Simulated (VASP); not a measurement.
# Zr2PdC2 (I4/mmm) in VASP: single point with PBE

Aim: the single point of Zr2PdC2 with PBE.

Everything below comes from runs of VASP 6.6.1. Logs are shortened: lines on timing, memory, paths and dates and some standing lists are left out, and cuts for length are marked.

### Step 1. The cell of the first run

The structure is tetragonal, space group I4/mmm (No. 139). The conventional cell has a = 3.698 Å, b = 3.698 Å, c = 8.972 Å, α = 90.00°, β = 90.00°, γ = 90.00°. Zr (site symmetry 4mm) has 4 C at 2.14 Å and 1 Zr at 2.31 Å and 4 Pd at 2.86 Å within 2.9 Å. Within 3.8 Å of Pd (site symmetry 4/mmm) lie 10 Zr at 2.86 to 3.33 Å and 8 C at 2.91 Å and 4 Pd at 3.70 Å. Within 3.0 Å of C (site symmetry -4m2) lie 4 Zr at 2.14 Å and 4 C at 2.62 Å and 4 Pd at 2.91 Å.

### Step 2. Single point, PBE

File INCAR:

```
  PREC = Accurate
  ENCUT = 700
  EDIFF = 1E-6
  ISMEAR = 0
  SIGMA = 0.1
  LREAL = False
  LASPH = True
  NELM = 120
  ALGO = Normal
  ISIF = 2
  LWAVE = False
  LCHARG = True
  GGA = PE
  LELF = True
  LVHAR = True
  NBANDS = 33
  GGA_COMPAT = False
```

File KPOINTS:

```
regular mesh
0
Gamma
  8 8 8
```

File POSCAR:

```
Zr2PdC2
1.0
   -1.8491579364      1.8491579364      4.4858428795
    1.8491579364     -1.8491579364      4.4858428795
    1.8491579364      1.8491579364     -4.4858428795
Zr Pd C
2 1 2
Direct
    0.3711000000      0.3711000000      0.0000000000
    0.6289000000      0.6289000000      0.0000000000
    0.0000000000      0.0000000000      0.0000000000
    0.2500000000      0.7500000000      0.5000000000
    0.7500000000      0.2500000000      0.5000000000
```

Potentials or basis: VASP PAW PBE potentials, release 64 (Zr_sv, Pd_sv_GW, C).

Command:

```bash
$ cat potpaw_PBE.64/Zr_sv/POTCAR potpaw_PBE.64/Pd_sv_GW/POTCAR potpaw_PBE.64/C/POTCAR > POTCAR
$ mpirun -np 1 vasp_std > vasp.out
```

OUTCAR:

```text
PREC = Accurate
   ENCUT = 700
   EDIFF = 1E-6
   ISMEAR = 0
   LREAL = False
   LASPH = True
   NELM = 120
   ISIF = 2
   GGA = PE

 ion  position               nearest neighbor table
   1  0.371  0.371  0.000-   4 2.14   5 2.14   4 2.14   5 2.14   2 2.31   3 2.86   3 2.86   3 2.86
                             3 2.86   2 3.40   2 3.40   2 3.40   2 3.40
   2  0.629  0.629  0.000-   4 2.14   5 2.14   4 2.14   5 2.14   1 2.31   3 2.86   3 2.86   3 2.86
                             3 2.86   1 3.40   1 3.40   1 3.40   1 3.40
   3  0.000  0.000  0.000-   2 2.86   2 2.86   2 2.86   1 2.86   2 2.86   1 2.86   1 2.86   1 2.86

   4  0.250  0.750  0.500-   1 2.14   2 2.14   1 2.14   2 2.14
   5  0.750  0.250  0.500-   1 2.14   2 2.14   1 2.14   2 2.14

  LATTYP: Found a body centered tetragonal cell.
 ALAT       =     3.6983158728
 C/A-ratio  =     2.4258841234

  Lattice vectors:

 A1 = (  -1.8491579364,   1.8491579364,   4.4858428795)
 A2 = (   1.8491579364,  -1.8491579364,   4.4858428795)
 A3 = (   1.8491579364,   1.8491579364,  -4.4858428795)

Analysis of symmetry for initial positions (statically):
=====================================================================
 Subroutine PRICEL returns:
 Original cell was already a primitive cell.

 Routine SETGRP: Setting up the symmetry group for a
 body centered tetragonal supercell.

 Subroutine GETGRP returns: Found 16 space group operations
 (whereof 16 operations were pure point group operations)
 out of a pool of 16 trial point group operations.

The static configuration has the point symmetry D_4h.

Analysis of symmetry for dynamics (positions and initial velocities):
=====================================================================
 Subroutine PRICEL returns:
 Original cell was already a primitive cell.

 Routine SETGRP: Setting up the symmetry group for a
 body centered tetragonal supercell.

 Subroutine GETGRP returns: Found 16 space group operations
 (whereof 16 operations were pure point group operations)
 out of a pool of 16 trial point group operations.

The dynamic configuration has the point symmetry D_4h.

 Subroutine INISYM returns: Found 16 space group operations
 (whereof 16 operations are pure point group operations),
 and found     1 'primitive' translations

----------------------------------------------------------------------------------------

                                     Primitive cell

  volume of cell :      61.3553

  direct lattice vectors                    reciprocal lattice vectors
    -1.849157936  1.849157936  4.485842879     0.000000000  0.270393345  0.111461773
     1.849157936 -1.849157936  4.485842879     0.270393345  0.000000000  0.111461773
     1.849157936  1.849157936 -4.485842879     0.270393345  0.270393345  0.000000000

  length of vectors
     5.192451876  5.192451876  5.192451876     0.292465875  0.292465875  0.382393936

  position of ions in fractional coordinates (direct lattice)
     0.371100000  0.371100000  0.000000000
     0.628900000  0.628900000  0.000000000
     0.000000000  0.000000000  0.000000000
     0.250000000  0.750000000  0.500000000
     0.750000000  0.250000000  0.500000000

  ion indices of the primitive-cell ions
   primitive index   ion index
                 1           1
                 2           2
                 3           3
                 4           4
                 5           5

----------------------------------------------------------------------------------------

 KPOINTS: regular mesh

Automatic generation of k-mesh.
 Grid dimensions read from file:
 generate k-points for:    8    8    8

 Generating k-lattice:

  Cartesian coordinates                     Fractional coordinates (reciprocal lattice)
     0.000000000  0.033799168  0.013932722     0.125000000  0.000000000  0.000000000
     0.033799168  0.000000000  0.013932722     0.000000000  0.125000000  0.000000000
     0.033799168  0.033799168  0.000000000     0.000000000  0.000000000  0.125000000

  Length of vectors
     0.036558234  0.036558234  0.047799242

  Shift w.r.t. Gamma in fractional coordinates (k-lattice)
     0.000000000  0.000000000  0.000000000

 Subroutine IBZKPT returns following result:
 ===========================================

 Found     59 irreducible k-points:

 Following reciprocal coordinates:
            Coordinates               Weight
  0.000000  0.000000  0.000000      1.000000
  0.125000 -0.000000  0.000000      8.000000
  0.250000 -0.000000  0.000000      8.000000
  0.375000  0.000000  0.000000      8.000000
  0.500000 -0.000000  0.000000      4.000000
  0.125000  0.125000  0.000000      8.000000
[... 16 lines left out ...]
  0.250000  0.125000  0.125000     16.000000
  0.375000  0.125000  0.125000      8.000000
 [... further k-points ...]
   k-points           NKPTS =     59   k-points in BZ     NKDIM =     59   number of bands    NBANDS=     33
   number of dos      NEDOS =    301   number of ions     NIONS =      5
   total plane-waves  NPLWV = 110592
   dimension x,y,z NGX =    48 NGY =   48 NGZ =   48
   dimension x,y,z NGXF=    96 NGYF=   96 NGZF=   96
   ions per type =               2   1   2
   NGX,Y,Z   is equivalent  to a cutoff of  15.37, 15.37, 15.37 a.u.
   NGXF,Y,Z  is equivalent  to a cutoff of  30.74, 30.74, 30.74 a.u.
 SYSTEM =  unknown system
   PREC   = accura    normal or accurate (medium, high low for compatibility)
   ISTART =      0    job   : 0-new  1-cont  2-samecut
   ICHARG =      2    charge: 1-file 2-atom 10-const
   ISPIN  =      1    spin polarized calculation?
   LNONCOLLINEAR =      F non collinear calculations
   LSORBIT =      F    spin-orbit coupling
   LASPH  =      T    aspherical Exc in radial PAW
   ENCUT  =  700.0 eV  51.45 Ry    7.17 a.u.  11.20 11.20 11.20*2*pi/ulx,y,z
   NELM   =    120;   NELMIN=  2; NELMDL= -5     # of ELM steps
   EDIFF  = 0.1E-05   stopping-criterion for ELM
   LREAL  =      F    real-space projection
   EDIFFG = 0.1E-04   stopping-criterion for IOM
   NSW    =      0    number of steps for IOM
   IBRION =     -1    ionic relax: 0-MD 1-quasi-New 2-CG
   NFREE  =      0    steps in history (QN), initial steepest desc. (CG)
   ISIF   =      2    stress and relaxation
   ISYM   =      2    0-nonsym 1-usesym 2-fastsym
   POTIM  = 0.5000    time-step for ionic-motion
   TEBEG  =    0.0;   TEEND  =   0.0 temperature during run
   PSTRESS=    0.0 pullay stress
   NELECT =      50.0000    total number of electrons
   NUPDOWN=      -1.0000    fix difference up-down
   EMIN   =  10.00;   EMAX   =-10.00  energy-range for DOS
   EFERMI =   0.00;   METHOD = LEGACY
   ISMEAR =     0;   SIGMA  =   0.10  broadening in eV -4-tet -1-fermi 0-gaus
   EFERMI_NEDOS =   21; number of points for ismear=-14 and -15
   IALGO  =     38    algorithm
   IMIX   =      4    mixing-type and parameters
     AMIX     =   0.40;   BMIX     =  1.00
     AMIX_MAG =   1.60;   BMIX_MAG =  1.00
  volume/ion in A,a.u.               =      12.27        82.81
  Fermi-wavevector in a.u.,A,eV,Ry     =   1.529141  2.889657 31.814117  2.338272
  Thomas-Fermi vector in A             =   2.636803
   LORBIT       =      0    0 simple, 1 ext, 2 COOP (PROOUT), +10 PAW based schemes
   GGA     = PE    functional components
   LHFCALC =     F    Hartree Fock is set to
   AEXX    =    0.0000 exact exchange contribution
   IVDW    =     0    specifies the selected vdW correction
   LEPSILON=     F    determine dielectric tensor
   LRPA    =     F    only Hartree local field effects (RPA)
 non-spin polarized calculation
 Gauss-broadening in eV      SIGMA  =   0.10
  energy-cutoff  :      700.00
  volume of cell :       61.36
 maximum number of plane-waves:      2608
 NGX is ok and might be reduce to    48
   NGX = 23   NGY = 23   NGZ = 23

 number of electron      49.9999999 magnetization

 Free energy of the ion-electron system (eV)
  ---------------------------------------------------
  ext. energy  EPLUGINS =         0.00000000
  ---------------------------------------------------
  free energy    TOTEN  =       -35.01317211 eV

  energy without entropy =      -35.00223685  energy(sigma->0) =      -35.00770448

 E-fermi :  10.8384     XC(G=0): -12.8261

 val. band max:       10.8137090982   @ k =   0.5000   0.3750   0.0000
 cond. band min:      10.8504662542   @ k =  -0.2500   0.2500   0.2500
 fundamental gap:      0.0367571560
 Fermi energy:        10.8383896849

 k-point     1 :       0.0000    0.0000    0.0000
  band No.  band energies     occupation
      1     -73.6095      2.00000
      2     -39.4201      2.00000
      3     -39.4201      2.00000
      4     -39.3064      2.00000
      5     -37.8133      2.00000
      6     -37.0487      2.00000
[... 25 lines left out ...]
     32      17.8751      0.00000
     33      17.9536      0.00000

 k-point     2 :       0.1250   -0.0000    0.0000
  band No.  band energies     occupation
      1     -73.6094      2.00000
      2     -39.4229      2.00000
      3     -39.4199      2.00000
      4     -39.3060      2.00000
      5     -37.8055      2.00000
      6     -37.0524      2.00000
[... 25 lines left out ...]
     32      17.3132      0.00000
     33      17.8741      0.00000

 k-point     3 :       0.2500   -0.0000    0.0000
  band No.  band energies     occupation
      1     -73.6094      2.00000
      2     -39.4298      2.00000
      3     -39.4196      2.00000
      4     -39.3050      2.00000
      5     -37.7866      2.00000
      6     -37.0615      2.00000
[... 25 lines left out ...]
     32      16.2002      0.00000
     33      17.7525      0.00000

 k-point     4 :       0.3750    0.0000    0.0000
  band No.  band energies     occupation
      1     -73.6093      2.00000
      2     -39.4366      2.00000
      3     -39.4192      2.00000
      4     -39.3040      2.00000
      5     -37.7674      2.00000
      6     -37.0710      2.00000
[... 673 lines left out ...]
     32      16.8211      0.00000
     33      17.3584      0.00000

 k-point    23 :       0.2500    0.1250    0.1250
  band No.  band energies     occupation
      1     -73.6092      2.00000
      2     -39.4317      2.00000
      3     -39.4234      2.00000
      4     -39.3034      2.00000
      5     -37.7661      2.00000
      6     -37.0676      2.00000
[... 25 lines left out ...]
     32      16.8726      0.00000
     33      17.4814      0.00000

 k-point    24 :       0.3750    0.1250    0.1250
  band No.  band energies     occupation
      1     -73.6092      2.00000
      2     -39.4331      2.00000
      3     -39.4230      2.00000
      4     -39.3031      2.00000
      5     -37.7616      2.00000
      6     -37.0699      2.00000
[... 25 lines left out ...]
     32      16.6401      0.00000
     33      17.2504      0.00000

 [... further k-points ...]

------------------------ aborting loop because EDIFF is reached ----------------------------------------

  FORCE on cell =-STRESS in cart. coord.  units (eV):
  Direction    XX          YY          ZZ          XY          YZ          ZX
  --------------------------------------------------------------------------------------
  -------------------------------------------------------------------------------------
  Total       11.6726330     11.6726330     15.8795069      0.0000000      0.0000000      0.0000000
  in kB      304.8086959    304.8086959    414.6632361      0.0000000      0.0000000      0.0000000
  external PRESSURE =     341.4268759 kB  Pullay stress =       0.0000000 kB

 VOLUME and BASIS-vectors are now :
 -----------------------------------------------------------------------------
  energy-cutoff  :      700.00
  volume of cell :       61.36
      direct lattice vectors                 reciprocal lattice vectors
    -1.849157936  1.849157936  4.485842879     0.000000000  0.270393345  0.111461773
     1.849157936 -1.849157936  4.485842879     0.270393345  0.000000000  0.111461773
     1.849157936  1.849157936 -4.485842879     0.270393345  0.270393345  0.000000000

 POSITION                                       TOTAL-FORCE (eV/Angst)
 -----------------------------------------------------------------------------------
      0.00000      0.00000      3.32939        -0.000000     -0.000000     -5.434035
      0.00000      0.00000      5.64229        -0.000000     -0.000000      5.434035
      0.00000      0.00000      0.00000         0.000000      0.000000      0.000000
      1.84916      0.00000      2.24292         0.000000      0.000000      0.000000
      0.00000      1.84916      2.24292         0.000000      0.000000      0.000000
 -----------------------------------------------------------------------------------
    total drift:                                0.000000     -0.000000     -0.000000

  FREE ENERGIE OF THE ION-ELECTRON SYSTEM (eV)
  ---------------------------------------------------
  free  energy   TOTEN  =       -35.0131721136 eV

  energy  without entropy=      -35.0022368493  energy(sigma->0) =      -35.00770448
```

Wall time 4.6 min (1 thread of Intel Xeon Platinum 8488C (Sapphire Rapids), shared host); peak memory 0.46 GiB.

What came out:

```yaml
Free_energy: -35.0132 eV
Pressure: 34.1 GPa
Largest_force: 5.434 eV/Å
Band_gap_on_the_k_mesh: zero (bands 25 and 26 overlap by 1.50 eV)
```

Forces in eV/Å, atoms in the order of the input:
```
Zr   0.000  0.000 -5.434
Zr   0.000  0.000  5.434
Pd   0.000  0.000  0.000
C    0.000  0.000  0.000
C    0.000  0.000  0.000
```

Levels at points of the mesh, in eV from the Fermi level:
```csv
k point,band 22,band 23,band 24,band 25,band 26,band 27,band 28,band 29
"(0.00, 0.00, 0.00)",-2.31,-1.68,-1.68,-1.17,-0.69,0.55,2.74,3.90
"(0.50, 0.00, 0.00)",-2.18,-1.66,-1.39,-0.82,0.19,0.70,2.08,3.03
"(0.50, 0.50, 0.00)",-2.09,-1.63,-0.89,-0.42,-0.20,0.47,0.74,1.22
"(0.50, 0.50, 0.50)",-3.01,-3.01,0.81,0.81,1.11,2.07,2.41,2.41
```

Caveat: the stress differs along the axes, from 30 to 41 GPa; forces of over 1 eV/Å act on the atoms, so gaps and moduli don't describe the material at rest.

The gap in the log of VASP goes by the Fermi energy; the results here count the filled bands.